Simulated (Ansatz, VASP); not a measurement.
**MoS2: VASP beside Ansatz**

File INCAR:

```
SYSTEM = MoS2
PREC     = Accurate       ! precision mode
ENCUT    = 520            ! plane-wave cutoff, eV
EDIFF    = 1E-8           ! SCF threshold, eV
ISMEAR   = -1             ! smearing method
SIGMA    = 0.03           ! smearing width, eV
LREAL    = .False.        ! projectors in reciprocal space
LASPH    = .True.         ! aspherical terms in the spheres
NELM     = 60             ! most SCF steps
ALGO     = Normal         ! electronic algorithm
ISIF     = 2              ! what is computed and relaxed
LWAVE    = .False.        ! write WAVECAR
LCHARG   = .False.        ! write CHGCAR
GGA      = PE             ! functional
LEFG     = .True.       
NBANDS   = 35             ! bands
```

Contents of KPOINTS:

```
Automatic mesh
0
Gamma
  10 10 3
  0 0 0
```

POSCAR

```
MoS2
1.0
    3.1610016016      0.0000000000      0.0000000000
   -1.5805008008      2.7375076884      0.0000000000
    0.0000000000      0.0000000000     11.9261500000
Mo S
2 4
Direct
    0.3333333333      0.6666666667      0.2500000000
    0.6666666667      0.3333333333      0.7500000000
    0.3333333333      0.6666666667      0.6275000000
    0.6666666667      0.3333333333      0.1275000000
    0.3333333333      0.6666666667      0.8725000000
    0.6666666667      0.3333333333      0.3725000000
```

Input for Ansatz:

```yaml
crystal:
  lattice:
    - [3.1610016016, 0.0, 0.0]
    - [-1.5805008008, 2.7375076884, 0.0]
    - [0.0, 0.0, 11.92615]
  atoms:
    - { symbol: Mo, position: [0.3333333333, 0.6666666667, 0.25] }
    - { symbol: Mo, position: [0.6666666667, 0.3333333333, 0.75] }
    - { symbol: S, position: [0.3333333333, 0.6666666667, 0.6275] }
    - { symbol: S, position: [0.6666666667, 0.3333333333, 0.1275] }
    - { symbol: S, position: [0.3333333333, 0.6666666667, 0.8725] }
    - { symbol: S, position: [0.6666666667, 0.3333333333, 0.3725] }
kpoints:
  mp_grid: { grid: [10, 10, 3] }
scf:
  occupations: { method: fermi_dirac, width: 0.03 }
hamiltonian:
  xc: pbe
  pseudopotentials: { kind: all_electron, datasets: crystal }
output:
  forces: true
  stress: true
  eigenvalues: true
  efg: { contact_densities: true }
```

Change from the starting cell: zz strain of -3 %, crystal datasets.

Alike in both runs: task electric field gradients; functional PBE; k mesh 10 × 10 × 3; occupations fermi-dirac, width 0.03 eV; no spin polarisation.

|  | VASP | Ansatz |
| --- | --- | --- |
| version | VASP 6.6.1 | Ansatz 0.2.0 |
| potentials or method | VASP PAW PBE potentials, release 64 (Mo_sv, S), cutoff 520 eV | all-electron PAW with datasets made for the crystal, scalar-relativistic |

Ansatz gave:

```
pressure (GPa)                                                : 14.9
traceless stress, the component that is largest in VASP (GPa) : 8.55
rms of the force components (eV/Å)                            : 1.051
size of Vzz on the site where it differs most (V/Å²)          : 104.1
```

Question: Estimate VASP's values.

Answer: Pressure (GPa): 14.7; traceless stress, the component that is largest in VASP (GPa): 8.49; rms of the force components (eV/Å): 1.039; size of Vzz on the site where it differs most (V/Å²): 106.0.

Atom by atom the forces differ by 0.012 eV/Å (rms over components). Ansatz ran all-electron here, and VASP with PAW potentials.
